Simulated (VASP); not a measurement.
Runs of VASP 6.6.1 on AgI2. The structure is that of space group P-4m2 (No. 115), or close to it. The cells are those of the table. 

| task | cell | k mesh | cutoff (eV) | gap on the mesh (eV) | pressure (GPa) | relaxed volume (Å³/atom) | largest force (eV/Å) |
| --- | --- | --- | --- | --- | --- | --- | --- |
| single point | a = 4.286, b = 4.286, c = 6.355 Å, 3 atoms | 4 × 4 × 4 | 520 | none | -2.2 | - | 0.24 |
| relaxation of cell and atoms | relaxed from a = 4.286, b = 4.286, c = 6.355 Å, 3 atoms | 10 × 10 × 8 | 600 | none | 0.0 | (a) | - |
| single point | a = 4.063, b = 4.063, c = 6.183 Å, 3 atoms | 10 × 10 × 8 | 520 | none | 0.0 | - | (b) |
| relaxation of cell and atoms | relaxed from a = 4.063, b = 4.063, c = 6.183 Å, 3 atoms | 10 × 10 × 8 | 600 | none | 0.0 | 33.99 | - |

Alike in all rows: level PBEsol; potentials or basis VASP PAW PBE potentials, release 64 (Ag, I); no spin polarisation; smearing gaussian 0.1 eV.

Task: Estimate the missing entries.

Result: (a) 34.05; (b) 0.01.

Caveats: some runs use coarse meshes; the PAW data sets were made with another functional, which shifts forces and pressure a little; spin-orbit coupling is left out, which moves the levels of the heavy elements; an odd number of electrons without spin polarisation forces a metal; a magnetic or distorted state may lie lower.

A k mesh can miss the band edges, and the runs leave out spin-orbit coupling on Ag, I.

A gap of «none» marks levels without a gap at the run's occupations.
